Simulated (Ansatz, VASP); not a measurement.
Two plane-wave programs on HC20

```xyz
21
Lattice="4.9292 0.0000 0.0000 0.0000 6.8054 0.0000 0.0000 0.0000 22.2347" Properties=species:S:1:pos:R:3 pbc="T T T"
C     1.5393    1.7014    4.0000
C     4.0039    1.7014    4.0000
C     0.3069    1.7014    4.7117
C     2.7715    1.7014    4.7117
C     0.9227    5.1040    5.0675
C     3.3873    5.1040    5.0675
C     2.1549    5.1040    5.7792
C     4.6195    5.1040    5.7792
C     0.3061    1.7014    6.1349
C     2.7708    1.7014    6.1349
C     1.5381    1.7014    6.8283
C     4.0027    1.7014    6.8283
C     2.1546    5.1040    7.3582
C     4.6192    5.1040    7.3582
C     0.9201    5.1040    7.9278
C     3.3847    5.1040    7.9278
C     1.5377    1.7015    8.3169
C     4.0023    1.7015    8.3169
C     0.3064    1.7015    8.9347
C     2.7710    1.7015    8.9347
H     1.1280    2.8357   12.2347
```

Alike in both runs: task single point; functional PBE; dispersion D3(BJ); k mesh 6 × 4 × 1; occupations gaussian, width 0.1 eV; no spin polarisation.

|  | VASP | Ansatz |
| --- | --- | --- |
| version | VASP 6.6.1 | Ansatz 0.2.0 |
| potentials or method | VASP PAW PBE potentials, release 64 (C, H), cutoff 520 eV | scalar-relativistic, plane waves, PAW |
| valence electrons in the cell | 81 | 81 |

```tsv
	VASP	Ansatz	Ansatz less VASP
gap on the k mesh at the Fermi level (eV)	none	none	-
rms of the force components (eV/Å)	1.101	1.109	+0.0076
```

Atom by atom the forces differ by 0.013 eV/Å (rms over components). A gap of «none» marks a metal or a gap that the smearing closes. Ansatz's warnings: vacuum below fermi.
